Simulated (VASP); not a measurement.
Write the native input for VASP 6.6.1 that does the following.

```
Task                   : single point
Functional             : PBEsol
Potentials or basis    : VASP PAW PBE potentials, release 64 (P)
Cutoff                 : 520 eV
k mesh                 : 12 × 12 × 12
Occupations            : fermi-dirac, width 0.08 eV
Spin                   : no spin polarisation
Dipole correction      : no
Further INCAR settings : ALGO = Normal; EDIFF = 1e-06; NBANDS = 12
```

The structure of P lies in POSCAR:

```
P
1.0
    0.0000000000      2.1662043690      2.1662043690
    2.1662043690      0.0000000000      2.1662043690
    2.1662043690      2.1662043690      0.0000000000
P
2
Direct
   -0.1250000000     -0.1250000000     -0.1250000000
    0.1250000000      0.1250000000      0.1250000000
```

This isn't the form of P at room conditions, which is orthorhombic.

These files were run (other wordings do the same):

INCAR

```
SYSTEM = P
PREC     = Accurate       ! precision mode
ENCUT    = 520            ! plane-wave cutoff, eV
EDIFF    = 1E-6           ! SCF threshold, eV
ISMEAR   = -1             ! smearing method
SIGMA    = 0.08           ! smearing width, eV
LREAL    = .FALSE.        ! projectors in reciprocal space
LASPH    = .TRUE.         ! aspherical terms in the spheres
NELM     = 100            ! most SCF steps
ALGO     = Normal         ! electronic algorithm
ISIF     = 2              ! what is computed and relaxed
LWAVE    = .FALSE.        ! write WAVECAR
LCHARG   = .FALSE.        ! write CHGCAR
GGA      = PS             ! functional
NBANDS   = 12             ! bands
```

KPOINTS

```
regular mesh
0
G
  12 12 12
  0 0 0
```

Potentials or basis: VASP PAW PBE potentials, release 64 (P).

Run with:

```sh
$ cat potpaw_PBE.64/P/POTCAR > POTCAR
$ mpirun -np 1 vasp_std > vasp.out
```

It gave:

* Pressure: 158.1 GPa
* Band gap on the k mesh: zero (bands 5 and 6 overlap by 5.05 eV)

Caveat: the cell stands under pressure; the PAW data sets were made with another functional, which shifts forces and pressure a little.

Run time: 15 s on 1 thread of Intel(R) Xeon(R) Platinum 8375C CPU @ 2.90GHz (Ice Lake) (shared host), peak memory 0.13 GiB.
